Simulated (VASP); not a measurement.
Write the native input for VASP 6.6.1 that does the following.

* Task: single point
* Functional: PBE
* Potentials or basis: VASP PAW PBE potentials, release 64 (H)
* Cutoff: 520 eV
* k mesh: 1 × 1 × 1
* Occupations: fermi-dirac, width 0.02 eV
* Spin: no spin polarisation
* Dipole correction: no
* Further INCAR settings: ALGO = Normal; EDIFF = 1e-07; NBANDS = 18

The structure of H lies in POSCAR:

```
H
1.0
    5.4513620000      0.0000000000      0.0000000000
    0.0000000000      5.4513620000      0.0000000000
    0.0000000000      0.0000000000      5.4513620000
H
12
Direct
    0.1889986392      1.2403872647      0.9718672141
    0.1292521025      1.2759747014      0.8473662178
    1.1065674963      0.6503512333      0.5169717219
    1.0563048280      0.7344769986      0.4167215459
    0.7496658633      0.2730510283      0.5000768615
    0.8629586514      0.2723172668      0.4174369635
    0.9244845600      0.6391063371     -0.0672675929
    0.8114302444      0.6014276799     -0.1257300469
    0.4944819295      0.4459436009      0.7190313173
    0.4980223291      0.5585393155      0.6382625113
    0.5212825712      0.8963631474      0.0677261939
    0.5451665107      1.0185161066      0.0197932186
```

These files were run (other wordings do the same):

INCAR

```
PREC = Accurate
ENCUT = 520
EDIFF = 1E-7
ISMEAR = -1
SIGMA = 0.02
LREAL = F
LASPH = T
NELM = 60
ALGO = Normal
ISIF = 2
LWAVE = F
LCHARG = T
GGA = PE
LELF = T
LVHAR = T
NBANDS = 18
```

KPOINTS

```
Automatic mesh
0
Gamma
  1 1 1
```

Potentials or basis: VASP PAW PBE potentials, release 64 (H).

Command:

```console
$ cat potpaw_PBE.64/H/POTCAR > POTCAR
$ mpirun -np 1 vasp_gam > vasp.out
```

It gave:

```
Pressure               : 0.8 GPa
Largest force          : 0.988 eV/Å
Band gap on the k mesh : 9.44 eV
```

Caveat: the k points lie up to 1.15 Å⁻¹ apart.

It took 7.9 s on 1 thread of Intel(R) Xeon(R) Platinum 8488C (Sapphire Rapids), with other jobs on the host, peak memory 0.22 GiB.
